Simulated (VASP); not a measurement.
Write the native input for VASP 6.6.1 that does the following.

```yaml
Task: single point
Functional: PBE
Potentials_or_basis: VASP PAW PBE potentials, release 64 (Fe, Ni)
Cutoff: 520 eV
k_mesh: 12 × 12 × 12
Occupations: gaussian, width 0.1 eV
Spin: collinear spin, ferromagnetic start
Starting_moments: "[3.2, 0.75, 0.75, 0.75] μB"
Dipole_correction: no
Further_INCAR_settings: ALGO = Normal; EDIFF = 1e-06; NBANDS = 31
```

The structure of FeNi3 lies in POSCAR:

```
FeNi3
1.0
    3.5205842699      0.0000000000      0.0000000000
    0.0000000000      3.5205842699      0.0000000000
    0.0000000000      0.0000000000      3.5205842699
Fe Ni
1 3
Direct
    0.0000000000      0.0000000000      0.0000000000
    0.0000000000      0.5000000000      0.5000000000
    0.5000000000      0.5000000000      0.0000000000
    0.5000000000      0.0000000000      0.5000000000
```

These files were run (other wordings do the same):

INCAR

```
SYSTEM = FeNi3
  PREC = Accurate
  ENCUT = 520
  EDIFF = 1E-6
  ISMEAR = 0
  SIGMA = 0.1
  LREAL = .False.
  LASPH = .True.
  NELM = 150
  ALGO = Normal
  ISIF = 2
  LWAVE = .False.
  LCHARG = .True.
  ISPIN = 2
  MAGMOM = 3.2 0.75 0.75 0.75
  LORBIT = 11
  LMAXMIX = 4
  GGA = PE
  LELF = .True.
  LVHAR = .True.
  NBANDS = 31
```

KPOINTS

```
regular mesh
0
Gamma
  12 12 12
  0 0 0
```

Potentials or basis: VASP PAW PBE potentials, release 64 (Fe, Ni).

The run is started by

```bash
$ cat potpaw_PBE.64/Fe/POTCAR potpaw_PBE.64/Ni/POTCAR > POTCAR
$ mpirun -np 1 vasp_std > vasp.out
```

Results of the run:

```
Pressure                                              : 4.0 GPa
Net moment                                            : 4.77 μB per cell
Site moments                                          : Fe +2.88; Ni +0.63 μB
Valence electrons inside the program's atomic spheres : Fe 7.13; Ni 9.37
```

Caveat: the cell stands under pressure.

It took 4.4 min on 1 thread of Intel Xeon 8259CL, on a shared host, peak memory 0.3 GiB.
